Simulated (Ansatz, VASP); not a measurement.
Cu: VASP beside Ansatz

File INCAR:

```
PREC     = Accurate       # precision mode
ENCUT    = 520            # plane-wave cutoff, eV
EDIFF    = 1E-6           # SCF threshold, eV
ISMEAR   = 1              # smearing method
SIGMA    = 0.3            # smearing width, eV
LREAL    = F              # projectors in reciprocal space
LASPH    = T              # aspherical terms in the spheres
NELM     = 80             # most SCF steps
ALGO     = Normal         # electronic algorithm
ISIF     = 2              # what is computed and relaxed
LWAVE    = F              # write WAVECAR
LCHARG   = F              # write CHGCAR
GGA      = CA             # functional
NBANDS   = 12             # bands
```

File KPOINTS:

```
regular mesh
0
Gamma
  15 15 15
```

POSCAR

```
Cu
1.0
    0.0000000000      1.7588202533      1.7588202533
    1.7588202533      0.0000000000      1.7588202533
    1.7588202533      1.7588202533      0.0000000000
Cu
1
Direct
    0.0000000000      0.0000000000      0.0000000000
```

Input for Ansatz:

```yaml
crystal:
  lattice:
    - [0.0, 1.7588202533, 1.7588202533]
    - [1.7588202533, 0.0, 1.7588202533]
    - [1.7588202533, 1.7588202533, 0.0]
  atoms:
    - { symbol: Cu, position: [0.0, 0.0, 0.0] }
hamiltonian:
  xc: lda
  pseudopotentials:
    kind: paw
    azcp:
      Cu: "pseudopotentials/Cu.paw.azcp"
basis:
  ecutwfc: 420
  fft_grid_basis: typed
kpoints:
  mp_grid: { grid: [15, 15, 15], shift: [0, 0, 0] }
magnetization:
  spin_polarized: false
scf:
  occupations: { method: methfessel_paxton, width: 0.3 }
  lower_state_search: "off"
output:
  stress: true
  write_density: true
  write_potential: true
  elf: true
  volumetric_format: npy
```

Alike in both runs: task single point; functional LDA; k mesh 15 × 15 × 15; occupations methfessel-paxton of order 1, width 0.3 eV; no spin polarisation.

|  | VASP | Ansatz |
| --- | --- | --- |
| version | VASP 6.6.1 | Ansatz 0.2.0 |
| potentials or method | VASP PAW LDA potentials, release 64 (Cu), cutoff 520 eV | plane waves (420 eV) with PAW, scalar-relativistic |
| valence electrons in the cell | 11 | 19 |

Ansatz gave:

- pressure (GPa): -0.1

Question: What did VASP give for the same quantities?

Answer: Pressure (GPa): 0.8.

Ansatz warns that its potentials were made for another functional, while VASP's fit it. LDA's correlation is that of Perdew and Zunger in VASP and of Perdew and Wang (1992) in Ansatz. VASP's potentials hold 11 valence electrons a cell and Ansatz's 19, so a difference there can come from the potentials and not from the codes.
